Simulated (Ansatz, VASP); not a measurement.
**One calculation of CdS, two programs**

Contents of INCAR:

```
ALGO = Normal ; EDIFF = 1E-7
ENCUT = 520 ; GGA = PS
ISIF = 2 ; ISMEAR = 0
LASPH = True ; LCHARG = False
LREAL = False ; LWAVE = False
NBANDS = 26 ; NELM = 80
PREC = Accurate ; SIGMA = 0.01
```

File KPOINTS:

```
k-points
0
Gamma
  9 9 4
```

File POSCAR:

```
CdS
1.0
    4.1245340297      0.0000000000      0.0000000000
   -2.0622670149      3.5719512485      0.0000000000
    0.0000000000      0.0000000000      6.7092066191
Cd S
2 2
Direct
    0.3333333333      0.6666666667      0.0001786391
    0.6666666667      0.3333333333      0.5001786391
    0.3333333333      0.6666666667      0.3768213609
    0.6666666667      0.3333333333      0.8768213609
```

Input for Ansatz:

```yaml
crystal:
  lattice:
    - [4.1245340297, 0.0, 0.0]
    - [-2.0622670149, 3.5719512485, 0.0]
    - [0.0, 0.0, 6.7092066191]
  atoms:
    - { symbol: Cd, position: [0.3333333333, 0.6666666667, 0.0001786391] }
    - { symbol: Cd, position: [0.6666666667, 0.3333333333, 0.5001786391] }
    - { symbol: S, position: [0.3333333333, 0.6666666667, 0.3768213609] }
    - { symbol: S, position: [0.6666666667, 0.3333333333, 0.8768213609] }
basis:
  ecutwfc: 420
  xc_grid: 2
kpoints:
  mp_grid: { grid: [9, 9, 4] }
hamiltonian:
  xc: pbesol
  pseudopotentials: { kind: paw, azcp: { folder: soft_1 } }
scf:
  occupations: { method: fixed }
output:
  forces: true
  stress: true
  eigenvalues: true
  polarization: {}
```

Change from the starting cell: polar distortion scaled by 1.00.

Alike in both runs: task single point; functional PBEsol; k mesh 9 × 9 × 4; no spin polarisation.

|  | VASP | Ansatz |
| --- | --- | --- |
| version | VASP 6.6.1 | Ansatz 0.2.0 |
| potentials or method | VASP PAW PBE potentials, release 64 (Cd, S), cutoff 520 eV | scalar-relativistic, plane waves, PAW |
| occupations | gaussian, width 0.01 eV | fixed |
| valence electrons in the cell | 36 | 52 |

```csv
,VASP,Ansatz,Ansatz less VASP
gap on the k mesh at the Fermi level (eV),1.10,1.09,-0.006
least direct gap on the mesh (eV),1.10,1.09,-0.006
pressure (GPa),0.4,0.0,-0.38
```

VASP's potentials were made for PBE, not for PBEsol, and Ansatz warns of the same on its side. VASP's potentials hold 36 valence electrons a cell and Ansatz's 52, so a difference there can come from the potentials and not from the codes.
